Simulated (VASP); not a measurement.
A run of VASP 6.6.1 is set up as follows.

Contents of INCAR:

```
PREC     = Accurate       # precision mode
ENCUT    = 520            # plane-wave cutoff, eV
EDIFF    = 1E-6           # SCF threshold, eV
ISMEAR   = -1             # smearing method
SIGMA    = 0.02           # smearing width, eV
LREAL    = False          # projectors in reciprocal space
LASPH    = True           # aspherical terms in the spheres
NELM     = 60             # most SCF steps
ALGO     = Normal         # electronic algorithm
ISIF     = 2              # what is computed and relaxed
LWAVE    = False          # write WAVECAR
LCHARG   = False          # write CHGCAR
GGA      = PE             # functional
NBANDS   = 11             # bands
```

File KPOINTS:

```
Automatic mesh
0
Gamma
  10 10 10
```

The input POSCAR:

```
SiC
1.0
    0.0000000000      2.1898563746      2.1898563746
    2.1898563746      0.0000000000      2.1898563746
    2.1898563746      2.1898563746      0.0000000000
Si C
1 1
Direct
    0.0000000000      0.0000000000      0.0000000000
    0.2500000000      0.2500000000      0.2500000000
```

Potentials or basis: VASP PAW PBE potentials, release 64 (Si, C).

Run with:

```console
$ cat potpaw_PBE.64/Si/POTCAR potpaw_PBE.64/C/POTCAR > POTCAR
$ mpirun -np 1 vasp_std > vasp.out
```

Predict the pressure.

0.0 GPa.

What does it give for the band gap on the k mesh?

1.37 eV (least direct gap 4.53 eV).

**Experimental background.**

“Insight into the structural, elastic and electronic properties of a new orthorhombic 6O-SiC polytype”, 2020, pmc:7200658 quotes, for a bulk crystal of SiC: band gap 2.4 eV (indirect).

Measured gap of SiC: 2.4 eV (indirect; quoted in “Insight into the structural, elastic and electronic properties of a new orthorhombic 6O-SiC polytype”, 2020, pmc:7200658). This calculation gives 1.37 eV (-1.03 eV). The value is that of PBE on a finite k mesh, which can miss the band edges, without temperature or zero-point motion. Semilocal functionals fall short of measured gaps as a rule.
